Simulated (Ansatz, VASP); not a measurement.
## One calculation of CoCu2SnTe4, two programs

```
Sn Co Te Cu
1.0
     0.00000    5.93770    0.00000
     5.93770    0.00000    0.00000
     2.96885    2.96885   -5.93649
Sn Co Te Cu
1 1 4 2
Direct
  0.50000 0.50000 0.00000
  0.00000 0.00000 0.00000
  0.37530 0.37530 0.73360
  0.62470 0.10890 0.26640
  0.89110 0.89110 0.73360
  0.10890 0.62470 0.26640
  0.75000 0.25000 0.50000
  0.25000 0.75000 0.50000
```

Alike in both runs: task single point; functional r2SCAN; k mesh 5 × 5 × 5; occupations tetrahedron; no spin polarisation.

|  | VASP | Ansatz |
| --- | --- | --- |
| version | VASP 6.6.1 | Ansatz 0.2.0 |
| potentials or method | VASP PAW PBE potentials, release 64 (Sn_d, Co, Te, Cu), cutoff 520 eV | PAW plane waves |
| valence electrons in the cell | 69 | 133 |

|  | VASP | Ansatz | Ansatz less VASP |
| --- | --- | --- | --- |
| pressure (GPa) | 2.7 | 2.7 | +0.01 |
| traceless stress, the component that is largest in VASP (GPa) | -0.30 | -0.27 | +0.031 |
| rms of the force components (eV/Å) | 0.655 | 0.653 | -0.0018 |

VASP's potentials were made for PBE, not for r2SCAN. Atom by atom the forces differ by 0.002 eV/Å (rms over components). The functional is the same, so the differences come from potentials, cutoffs and numerics. VASP's potentials hold 69 valence electrons a cell and Ansatz's 133, so a difference there can come from the potentials and not from the codes. Ansatz's warnings: band table not solved further, product built on unsolved table, tetrahedron derivatives may miss energy slope.

Spin-orbit coupling is off throughout.
